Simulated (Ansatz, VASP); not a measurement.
# ZnS: VASP beside Ansatz

Contents of POSCAR:

```
ZnS
1.0
    3.8065186056      0.0000000000      0.0000000000
   -1.9032593028      3.2965418124      0.0000000000
    0.0000000000      0.0000000000      6.2448028381
Zn S
2 2
Direct
    0.3333333333      0.6666666667      0.0003440772
    0.6666666667      0.3333333333      0.5003440772
    0.3333333333      0.6666666667      0.3746559228
    0.6666666667      0.3333333333      0.8746559228
```

INCAR.step1

```
SYSTEM = ZnS
ALGO = Normal ; EDIFF = 1E-4
ENCUT = 520 ; GGA = PE
ISMEAR = 0 ; LASPH = .True.
LCHARG = .False. ; LREAL = .False.
LWAVE = .True. ; NBANDS = 26
NELM = 80 ; PREC = Accurate
SIGMA = 0.02
```

File INCAR.step2:

```
SYSTEM = ZnS
ALGO = Normal ; EDIFF = 1E-6
ENCUT = 520 ; ISIF = 2
ISMEAR = 0 ; ISTART = 1
LASPH = .True. ; LCHARG = .True.
LELF = .True. ; LMIXTAU = .True.
LREAL = .False. ; LVHAR = .True.
LWAVE = .False. ; METAGGA = R2SCAN
NBANDS = 26 ; NELM = 80
PREC = Accurate ; SIGMA = 0.02
```

File KPOINTS:

```
k-points
0
Gamma
  6 6 4
  0 0 0
```

Input for Ansatz:

```yaml
crystal:
  lattice:
    - [3.8065185602, 0.0, 0.0]
    - [-1.9032592801, 3.2965417732, 0.0]
    - [0.0, 0.0, 6.2448028839]
  atoms:
    - { symbol: Zn, position: [0.3333333333, 0.6666666667, 0.0003440806] }
    - { symbol: Zn, position: [0.6666666667, 0.3333333333, 0.5003440806] }
    - { symbol: S, position: [0.3333333333, 0.6666666667, 0.3746559194] }
    - { symbol: S, position: [0.6666666667, 0.3333333333, 0.8746559194] }
basis:
  ecutwfc: 500
kpoints:
  mp_grid: { grid: [6, 6, 4] }
hamiltonian:
  xc: r2scan
scf:
  occupations: { method: gaussian, width: 0.02 }
output:
  forces: true
  stress: true
  eigenvalues: true
```

Alike in both runs: task single point; functional r2SCAN; k mesh 6 × 6 × 4; occupations gaussian, width 0.02 eV; no spin polarisation.

|  | VASP | Ansatz |
| --- | --- | --- |
| version | VASP 6.6.1 | Ansatz 0.2.0 |
| potentials or method | VASP PAW PBE potentials, release 64 (Zn, S), cutoff 520 eV | scalar-relativistic, plane waves, PAW |
| valence electrons in the cell | 36 | 36 |

|  | VASP | Ansatz | Ansatz less VASP |
| --- | --- | --- | --- |
| gap on the k mesh at the Fermi level (eV) | 2.79 | 2.78 | -0.010 |
| least direct gap on the mesh (eV) | 2.79 | 2.78 | -0.010 |
| pressure (GPa) | 0.1 | 0.0 | -0.09 |

VASP's potentials were made for PBE, not for r2SCAN. With one functional, cell and mesh, what is left measures potentials, basis and numerics.
